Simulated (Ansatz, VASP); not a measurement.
## BiTe, level by level in two programs

```xyz
2
Lattice="2.3900 1.3798 3.2725 -2.3900 1.3798 3.2725 0.0000 -2.7597 3.2725" Properties=species:S:1:pos:R:3 pbc="T T T"
Bi    0.0000    0.0000    4.9087
Te    0.0000    0.0000    0.0000
```

Single points on this cell with VASP 6.6.1 and Ansatz 0.2.0. Each row is one pair of runs. Alike in all rows: spin: off; smearing: fermi-dirac, width 0.05 eV.

```tsv
level	k mesh	VASP's potentials, cutoff	Ansatz's potentials, cutoff	gap on the k mesh at the Fermi level (eV), VASP	gap on the k mesh at the Fermi level (eV), Ansatz	pressure (GPa), VASP	pressure (GPa), Ansatz
LDA	7 × 7 × 7	VASP PAW LDA potentials, release 64 (Bi_d, Te), 520 eV	Ansatz PAW, 420 eV	none	none	-1.5	-1.5
HSE06	4 × 4 × 4	VASP PAW PBE potentials, release 64 (Bi_d, Te), 520 eV	Ansatz PAW, 420 eV	none	none	0.1	0.4
r2SCAN	7 × 7 × 7	VASP PAW PBE potentials, release 64 (Bi_d, Te), 520 eV	Ansatz PAW, 500 eV	none	none	1.6	1.6
PBE0	4 × 4 × 4	VASP PAW PBE potentials, release 64 (Bi_d, Te), 520 eV	Ansatz PAW, 420 eV	none	?	-0.1	?
```

Problem. Fill in what Ansatz gave in row 4.

Solution. gap on the k mesh at the Fermi level (eV): none; pressure (GPa): 0.3.

VASP's potentials hold 21 valence electrons a cell and Ansatz's 31, so a difference there can come from the potentials and not from the codes.

A gap of «none» marks a metal or a gap that the smearing closes.

The k mesh is coarse in some rows, so the values compare programs but aren't converged. Spin-orbit coupling is off throughout.
